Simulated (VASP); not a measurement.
Wanted: the native input for a VASP 6.6.1 run.

```yaml
Task: single point
Functional: PBE
Potentials_or_basis: VASP PAW PBE potentials, release 64 (Co, Si)
Cutoff: 600 eV
k_mesh: 6 × 6 × 6
Occupations: tetrahedron
Spin: no spin polarisation
Dipole_correction: no
Further_INCAR_settings: ALGO = Normal; EDIFF = 1e-06; NBANDS = 16
```

The structure of CoSi2 lies in POSCAR:

```
CoSi2
1.0
    0.0000000000      2.6825000000      2.6825000000
    2.6825000000      0.0000000000      2.6825000000
    2.6825000000      2.6825000000      0.0000000000
Co Si
1 2
Direct
    0.0000000000      0.0000000000      0.0000000000
    0.2500000000      0.2500000000      0.2500000000
    0.7500000000      0.7500000000      0.7500000000
```

These files were run (other wordings do the same):

INCAR

```
SYSTEM = CoSi2
ALGO = Normal
EDIFF = 1E-6
ENCUT = 600
GGA = PE
GGA_COMPAT = .False.
ISIF = 2
ISMEAR = -5
LASPH = .True.
LCHARG = .False.
LREAL = .False.
LWAVE = .False.
NBANDS = 16
NELM = 120
PREC = Accurate
SIGMA = 0.1
```

KPOINTS

```
k-points
0
Gamma
  6 6 6
  0 0 0
```

Potentials or basis: VASP PAW PBE potentials, release 64 (Co, Si).

Command:

```console
$ cat potpaw_PBE.64/Co/POTCAR potpaw_PBE.64/Si/POTCAR > POTCAR
$ mpirun -np 1 vasp_std > vasp.out
```

It gave:

| Quantity | Value |
| --- | --- |
| Pressure | -0.9 GPa |

Caveat: tetrahedron occupations give inexact forces and stress in metals.

Run time: 16 s on 1 thread of Intel(R) Xeon(R) 6975P-C (Granite Rapids), with other jobs on the host, peak memory 0.17 GiB.
